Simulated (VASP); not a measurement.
# BC (I4_122) in VASP: further runs, part 2 of 2

VASP 6.6.1. The steps go on from the part before.

### Step 4. Relaxation of cell and atoms, PBE

INCAR reads:

```
SYSTEM = BC
PREC = Accurate
ENCUT = 600
EDIFF = 1E-7
ISMEAR = 0
SIGMA = 0.1
LREAL = .False.
LASPH = .True.
NELM = 60
ALGO = Normal
ISIF = 3
LWAVE = .False.
LCHARG = .False.
GGA = PE
IBRION = 2
NSW = 90
EDIFFG = -0.04
```

KPOINTS reads:

```
regular mesh
0
Gamma
  6 6 6
  0 0 0
```

POSCAR reads:

```
BC
1.0
   -2.8820692500      2.8820692500      1.7003008500
    2.8820692500     -2.8820692500      1.7003008500
    2.8820692500      2.8820692500     -1.7003008500
B C
4 4
Direct
    0.7841337900      0.7841337900      0.0000000000
    0.5341337900      0.0341337900      0.5000000000
    0.2158662100      0.2158662100      0.0000000000
    0.9658662100      0.4658662100      0.5000000000
    0.6415729900      0.6415729900      0.2831459900
    0.3584270100      0.3584270100      0.7168540100
    0.3915729900      0.6084270100      0.5000000000
    0.1084270100      0.8915729900      0.5000000000
```

Potentials or basis: VASP PAW PBE potentials, release 64 (B, C).

Launch:

```bash
> cat potpaw_PBE.64/B/POTCAR potpaw_PBE.64/C/POTCAR > POTCAR
> mpirun -np 1 vasp_std > vasp.out
```

OUTCAR:

```text
SYSTEM = BC
   PREC = Accurate
   ENCUT = 600
   EDIFF = 1E-7
   ISMEAR = 0
   LREAL = .False.
   LASPH = .True.
   NELM = 60
   ISIF = 3
   GGA = PE
   IBRION = 2
   NSW = 90
   EDIFFG = -0.04

 ion  position               nearest neighbor table
   1  0.784  0.784  0.000-   3 1.47   6 1.51   5 1.51   3 1.93
   2  0.534  0.034  0.500-   4 1.47   7 1.51   8 1.51   4 1.93
   3  0.216  0.216  0.000-   1 1.47   5 1.51   6 1.51   1 1.93
   4  0.966  0.466  0.500-   2 1.47   7 1.51   8 1.51   2 1.93
   5  0.642  0.642  0.283-   3 1.51   1 1.51   7 1.51   8 1.51
   6  0.358  0.358  0.717-   1 1.51   3 1.51   7 1.51   8 1.51
   7  0.392  0.608  0.500-   2 1.51   4 1.51   5 1.51   6 1.51
   8  0.108  0.892  0.500-   2 1.51   4 1.51   5 1.51   6 1.51

  LATTYP: Found a body centered tetragonal cell.
 ALAT       =     5.7641385000
 C/A-ratio  =     0.5899583606

  Lattice vectors:

 A1 = (  -2.8820692500,   2.8820692500,   1.7003008500)
 A2 = (   2.8820692500,  -2.8820692500,   1.7003008500)
 A3 = (   2.8820692500,   2.8820692500,  -1.7003008500)

Analysis of symmetry for initial positions (statically):
=====================================================================
 Subroutine PRICEL returns:
 Original cell was already a primitive cell.

 Routine SETGRP: Setting up the symmetry group for a
 body centered tetragonal supercell.

 Subroutine GETGRP returns: Found  8 space group operations
 (whereof  4 operations were pure point group operations)
 out of a pool of 16 trial point group operations.

The static configuration has the point symmetry D_2 .
 The point group associated with its full space group is D_4 .

Analysis of symmetry for dynamics (positions and initial velocities):
=====================================================================
 Subroutine PRICEL returns:
 Original cell was already a primitive cell.

 Routine SETGRP: Setting up the symmetry group for a
 body centered tetragonal supercell.

 Subroutine GETGRP returns: Found  8 space group operations
[... 161 lines left out ...]
  ext. energy  EPLUGINS =         0.00000000
  ---------------------------------------------------
  free energy    TOTEN  =       -53.39229104 eV

  energy without entropy =      -53.38321228  energy(sigma->0) =      -53.38775166

------------------------ aborting loop because EDIFF is reached ----------------------------------------

  FORCE on cell =-STRESS in cart. coord.  units (eV):
  Direction    XX          YY          ZZ          XY          YZ          ZX
  --------------------------------------------------------------------------------------
  -------------------------------------------------------------------------------------
  Total       17.2889411     17.2889411     25.0380348      0.0000000      0.0000000      0.0000000
  in kB      490.3254003    490.3254003    710.0946401      0.0000000      0.0000000      0.0000000
  external PRESSURE =     563.5818136 kB  Pullay stress =       0.0000000 kB
[... 107 lines left out ...]
  FREE ENERGIE OF THE ION-ELECTRON SYSTEM (eV)
  ---------------------------------------------------
  free  energy   TOTEN  =       -55.5448660701 eV

  energy  without entropy=      -55.5341061168  energy(sigma->0) =      -55.53948609

[... ionic steps 4 to 10 ...]

--------------------------------------- Ionic step       11  -------------------------------------------

 number of electron      27.9999999 magnetization

------------------------ aborting loop because EDIFF is reached ----------------------------------------
[... 79 lines left out ...]
--------------------------------------- Ionic step       13  -------------------------------------------

 number of electron      27.9999999 magnetization

 Free energy of the ion-electron system (eV)
  ---------------------------------------------------
  ext. energy  EPLUGINS =         0.00000000
  ---------------------------------------------------
  free energy    TOTEN  =       -56.01101465 eV

  energy without entropy =      -55.99957003  energy(sigma->0) =      -56.00529234

 E-fermi :   5.0810     XC(G=0): -10.6692

 val. band max:        5.0612113438   @ k =   0.5000   0.5000   0.3333
 cond. band min:       5.1076715845   @ k =   0.3333   0.3333   0.1667
 fundamental gap:      0.0464602407
 Fermi energy:         5.0810255763

 k-point     1 :       0.0000    0.0000    0.0000
  band No.  band energies     occupation
      1     -13.6070      2.00000
      2      -8.1314      2.00000
      3      -8.0020      2.00000
      4      -8.0020      2.00000
      5      -5.9656      2.00000
      6      -2.2975      2.00000
[... 505 lines left out ...]
      6      -3.9650      2.00000
[... 11 lines left out ...]
     18       8.8214      0.00000
     19      11.5473      0.00000

 [... further k-points ...]

------------------------ aborting loop because EDIFF is reached ----------------------------------------

  FORCE on cell =-STRESS in cart. coord.  units (eV):
  Direction    XX          YY          ZZ          XY          YZ          ZX
  --------------------------------------------------------------------------------------
  -------------------------------------------------------------------------------------
  Total        0.1066726      0.1066726     -0.0866887      0.0000000      0.0000000      0.0000000
  in kB        2.4944240      2.4944240     -2.0271218      0.0000000      0.0000000      0.0000000
  external PRESSURE =       0.9872421 kB  Pullay stress =       0.0000000 kB
[... 23 lines left out ...]
  FREE ENERGIE OF THE ION-ELECTRON SYSTEM (eV)
  ---------------------------------------------------
  free  energy   TOTEN  =       -56.0110146523 eV

  energy  without entropy=      -55.9995700289  energy(sigma->0) =      -56.00529234

 reached required accuracy - stopping structural energy minimisation
```

OSZICAR:

```text
N       E                     dE             d eps       ncg     rms          rms(c)
DAV:   1     0.102514285165E+03    0.10251E+03   -0.15544E+04  1140   0.155E+03
DAV:   2    -0.510116049151E+02   -0.15353E+03   -0.14945E+03  1550   0.282E+02
[... 124 lines left out ...]
DAV:   1    -0.560110837882E+02   -0.24151E-03   -0.65982E-03  1182   0.599E-01    0.461E-02
DAV:   2    -0.560110253323E+02    0.58456E-04   -0.24941E-04  1296   0.104E-01    0.229E-02
DAV:   3    -0.560110150345E+02    0.10298E-04   -0.37381E-05  1333   0.389E-02    0.758E-03
DAV:   4    -0.560110144186E+02    0.61588E-06   -0.49263E-06  1501   0.151E-02    0.231E-03
DAV:   5    -0.560110145169E+02   -0.98332E-07   -0.11307E-06  1299   0.616E-03    0.124E-03
DAV:   6    -0.560110146227E+02   -0.10580E-06   -0.58657E-08   693   0.184E-03    0.596E-04
DAV:   7    -0.560110146523E+02   -0.29559E-07   -0.20595E-08   657   0.880E-04
  13 F= -.56011015E+02 E0= -.56005292E+02  d E =-.609661E-03
```

CONTCAR:

```text
BC
   1.00000000000000
    -3.1571841820550635    3.1571841820550635    1.7184362382339831
     3.1571841820550635   -3.1571841820550635    1.7184362382339831
     3.1571841820550635    3.1571841820550635   -1.7184362382339831
  B               C
     4     4
Direct
     0.7602748850346851    0.7602748850346851    0.0000000000000000
     0.5102748850346851    0.0102748850346852    0.5000000000000000
     0.2397251149653148    0.2397251149653148    0.0000000000000000
     0.9897251149653149    0.4897251149653147    0.5000000000000000
     0.6501355841494993    0.6501355841494993    0.3002711782989994
     0.3498644158505007    0.3498644158505007    0.6997288217010006
     0.4001355841494993    0.5998644158505007    0.5000000000000000
     0.0998644158505007    0.9001355841494993    0.5000000000000000

  0.00000000E+00  0.00000000E+00  0.00000000E+00
  0.00000000E+00  0.00000000E+00  0.00000000E+00
  0.00000000E+00  0.00000000E+00  0.00000000E+00
  0.00000000E+00  0.00000000E+00  0.00000000E+00
  0.00000000E+00  0.00000000E+00  0.00000000E+00
  0.00000000E+00  0.00000000E+00  0.00000000E+00
  0.00000000E+00  0.00000000E+00  0.00000000E+00
  0.00000000E+00  0.00000000E+00  0.00000000E+00
```

Wall time 2.9 min (1 thread of Intel Xeon 6975P-C (Granite Rapids), shared host); peak memory 0.21 GiB.

What came out:

```
Free energy                           : -56.0110 eV
Relaxed volume                        : 8.56 Å³/atom
Relaxed cell                          : a = 4.784 Å, b = 4.784 Å, c = 4.784 Å, α = 97.41°, β = 97.41°, γ = 137.90°
Space group after relaxing (to 0.1 Å) : I4_122 (No. 98)
Energy gained by relaxing             : 327.3 meV/atom
Ionic steps                           : 13
Pressure after relaxing               : 0.1 GPa
Largest force after relaxing          : 0.028 eV/Å
Band gap on the k mesh                : zero (bands 14 and 15 overlap by 0.47 eV)
```

Forces on the atoms (eV/Å):
```
B    0.000  0.000  0.028
B    0.000  0.000  0.028
B    0.000  0.000 -0.028
B    0.000  0.000 -0.028
C   -0.002 -0.002  0.000
C    0.002  0.002  0.000
C    0.002 -0.002  0.000
C   -0.002  0.002  0.000
```

Stress tensor (GPa, compression positive):
```
 0.25  0.00  0.00
 0.00  0.25  0.00
 0.00  0.00 -0.20
```

Step by step:
| step | energy change (eV) | largest force (eV/Å) | pressure (GPa) | volume (Å³) |
| --- | --- | --- | --- | --- |
| 1 | 0.0000 | 3.4714 | 56.36 | 56.49 |
| 2 | 0.2385 | 3.3305 | -22.46 | 79.29 |
| 3 | -2.1526 | 0.8718 | 5.39 | 65.60 |
| 4 | -2.1599 | 0.7326 | 6.97 | 65.17 |
| 5 | -2.1609 | 0.6630 | 7.76 | 64.96 |
| 6 | -2.5089 | 0.4456 | -5.22 | 69.69 |
| 7 | -2.5090 | 0.4199 | -4.96 | 69.58 |
| 8 | -2.6042 | 0.4745 | 0.89 | 68.23 |
| 9 | -2.6042 | 0.4750 | 0.90 | 68.23 |
| 10 | -2.6140 | 0.3039 | 0.66 | 68.36 |
| 11 | -2.6181 | 0.0511 | 0.70 | 68.32 |
| 12 | -2.6186 | 0.0691 | -0.22 | 68.62 |
| 13 | -2.6187 | 0.0276 | 0.10 | 68.52 |

Final structure:
```
B C
1.0
    -3.15718    3.15718    1.71844
     3.15718   -3.15718    1.71844
     3.15718    3.15718   -1.71844
B C
4 4
Direct
  0.76027 0.76027 0.00000
  0.51027 0.01027 0.50000
  0.23973 0.23973 0.00000
  0.98973 0.48973 0.50000
  0.65014 0.65014 0.30027
  0.34986 0.34986 0.69973
  0.40014 0.59986 0.50000
  0.09986 0.90014 0.50000
```

Caveat: the volume moved by over 15 % at a fixed basis, so the end points are rough.

### Step 5. Single point, PBE, collinear spin

INCAR reads:

```
SYSTEM = BC
PREC     = Accurate       ! precision mode
ENCUT    = 520            ! plane-wave cutoff, eV
EDIFF    = 1E-7           ! SCF threshold, eV
ISMEAR   = 0              ! smearing method
SIGMA    = 0.1            ! smearing width, eV
LREAL    = .FALSE.        ! projectors in reciprocal space
LASPH    = .TRUE.         ! aspherical terms in the spheres
NELM     = 150            ! most SCF steps
ALGO     = Normal         ! electronic algorithm
ISIF     = 2              ! what is computed and relaxed
LWAVE    = .FALSE.        ! write WAVECAR
LCHARG   = .FALSE.        ! write CHGCAR
ISPIN    = 2              ! spin polarisation
MAGMOM   = 0 0 0 0 1 1 1 1 ! initial moments
LORBIT   = 11             ! projections on sites
GGA      = PE             ! functional
NBANDS   = 28             ! bands
```

KPOINTS reads:

```
Automatic mesh
0
G
  6 6 6
  0 0 0
```

POSCAR is that of step 4.

Potentials or basis: VASP PAW PBE potentials, release 64 (B, C).

Launch:

```bash
> cat potpaw_PBE.64/B/POTCAR potpaw_PBE.64/C/POTCAR > POTCAR
> mpirun -np 1 vasp_std > vasp.out
```

OUTCAR:

```text
SYSTEM = BC
   PREC = Accurate
   ENCUT = 520
   EDIFF = 1E-7
   ISMEAR = 0
   LREAL = .FALSE.
   LASPH = .TRUE.
   NELM = 150
   ISIF = 2
   ISPIN = 2
   LORBIT = 11
   GGA = PE

 ion  position               nearest neighbor table
   1  0.784  0.784  0.000-   3 1.47   6 1.51   5 1.51   3 1.93
   2  0.534  0.034  0.500-   4 1.47   7 1.51   8 1.51   4 1.93
   3  0.216  0.216  0.000-   1 1.47   5 1.51   6 1.51   1 1.93
   4  0.966  0.466  0.500-   2 1.47   7 1.51   8 1.51   2 1.93
   5  0.642  0.642  0.283-   3 1.51   1 1.51   7 1.51   8 1.51
   6  0.358  0.358  0.717-   1 1.51   3 1.51   7 1.51   8 1.51
   7  0.392  0.608  0.500-   2 1.51   4 1.51   5 1.51   6 1.51
   8  0.108  0.892  0.500-   2 1.51   4 1.51   5 1.51   6 1.51

  LATTYP: Found a body centered tetragonal cell.
 ALAT       =     5.7641385000
[... 1649 lines left out ...]
      2.06602      2.06602      0.00000        -2.453499     -2.453499     -0.000000
      2.06602      0.81605      0.85015        -2.453499      2.453499     -0.000000
      3.69812     -0.81605      0.85015         2.453499     -2.453499     -0.000000
 -----------------------------------------------------------------------------------
    total drift:                                0.000002     -0.000002     -0.000000

  FREE ENERGIE OF THE ION-ELECTRON SYSTEM (eV)
  ---------------------------------------------------
  free  energy   TOTEN  =       -53.3762969607 eV

  energy  without entropy=      -53.3672134561  energy(sigma->0) =      -53.37175521

 total charge

# of ion       s       p       d       tot
------------------------------------------
    1        0.814   1.447   0.000   2.262
    2        0.814   1.447   0.000   2.262
    3        0.814   1.447   0.000   2.262
    4        0.814   1.447   0.000   2.262
    5        0.864   1.810   0.000   2.674
    6        0.864   1.810   0.000   2.674
    7        0.864   1.810   0.000   2.674
    8        0.864   1.810   0.000   2.674
--------------------------------------------------
tot          6.713  13.031   0.000  19.744

 magnetization (x)

# of ion       s       p       d       tot
------------------------------------------
    1        0.000   0.000   0.000   0.000
    2        0.000   0.000   0.000   0.000
    3        0.000   0.000   0.000   0.000
    4        0.000   0.000   0.000   0.000
    5        0.000   0.000   0.000   0.000
    6        0.000   0.000   0.000   0.000
    7        0.000   0.000   0.000   0.000
    8        0.000   0.000   0.000   0.000
--------------------------------------------------
tot          0.000   0.000   0.000   0.000
```

stdout:

```text
POSCAR found type information on POSCAR B C
 POSCAR found :  2 types and       8 ions
 scaLAPACK will be used
 LDA part: xc-table for (Slater+PW92), standard interpolation
 POSCAR, INCAR and KPOINTS ok, starting setup
 FFT: planning ... GRIDC
 FFT: planning ... GRID_SOFT
 FFT: planning ... GRID
 WAVECAR not read
 entering main loop
```

Run time: 59 s. Hardware: 1 thread of Intel Xeon 6975P-C (Granite Rapids), shared host; peak memory 0.27 GiB.

What came out:

- Free energy: -53.3763 eV
- Pressure: 56.6 GPa
- Largest force: 3.470 eV/Å
- Band gap on the k mesh: zero (filled and empty bands overlap)
- Net moment: 0.00 μB per cell
- Valence electrons inside the program's atomic spheres: B 2.26; C 2.67

Forces in eV/Å, atoms in the order of the input:
```
B    0.000  0.000 -3.190
B    0.000  0.000 -3.190
B    0.000  0.000  3.190
B    0.000  0.000  3.190
C    2.453  2.453  0.000
C   -2.453 -2.453  0.000
C   -2.453  2.453  0.000
C    2.453 -2.453  0.000
```

Levels at points of the mesh, in eV from the Fermi level:
Spin up:
| k point | band 12 | band 13 | band 14 | band 15 | band 16 | band 17 |
| --- | --- | --- | --- | --- | --- | --- |
| (0.00, 0.00, 0.00) | -2.84 | -2.84 | -1.15 | 2.27 | 2.27 | 5.03 |
| (0.50, 0.00, 0.00) | -3.30 | -1.19 | 0.14 | 1.26 | 1.74 | 2.36 |
| (0.50, 0.50, 0.00) | -3.59 | -3.34 | 0.26 | 0.46 | 4.04 | 4.19 |
| (0.50, 0.50, 0.50) | -4.24 | -1.28 | -1.28 | 0.58 | 4.10 | 4.45 |
Spin down:
```csv
k point,band 12,band 13,band 14,band 15,band 16,band 17
"(0.00, 0.00, 0.00)",-2.84,-2.84,-1.15,2.27,2.27,5.03
"(0.50, 0.00, 0.00)",-3.30,-1.19,0.14,1.26,1.74,2.36
"(0.50, 0.50, 0.00)",-3.59,-3.34,0.26,0.46,4.04,4.19
"(0.50, 0.50, 0.50)",-4.24,-1.28,-1.28,0.58,4.10,4.45
```

Caveat: the stress differs along the axes, from 49 to 71 GPa; forces of over 1 eV/Å act on the atoms, so gaps and moduli don't describe the material at rest.

### Step 6. Overview

| task | spin | cell | cutoff (eV) | gap on the mesh (eV) | pressure (GPa) | largest force (eV/Å) |
| --- | --- | --- | --- | --- | --- | --- |
| single point | off | a = 4.416 Å, angles 98.5, 98.5, 134.7°, 8 atoms, atomic positions A | 520 | none | 56.6 | 3.47 |
| single point | off | a = 4.784 Å, angles 97.4, 97.4, 137.9°, 8 atoms, atomic positions B | 520 | none | 0.2 | - |
| relaxation of cell and atoms | off | relaxed from a = 4.416 Å, angles 98.5, 98.5, 134.7°, 8 atoms, atomic positions A | 600 | none | 0.1 | 0.03 |
| single point | collinear | a = 4.416 Å, angles 98.5, 98.5, 134.7°, 8 atoms, atomic positions A | 520 | none | 56.6 | 3.47 |

Alike in all rows: level PBE; potentials or basis VASP PAW PBE potentials, release 64 (B, C); k mesh 6 × 6 × 6; smearing gaussian 0.1 eV.

Caveats: the stress differs along the axes, from 49 to 71 GPa (at least some runs); forces of over 1 eV/Å act on the atoms, so gaps and moduli don't describe the material at rest (at least some runs); the volume moved by over 15 % at a fixed basis, so the end points are rough (at least some runs).

Absolute energies hang on the potentials; compare differences alone.

The gap in the log of VASP goes by the Fermi energy; the results here count the filled bands.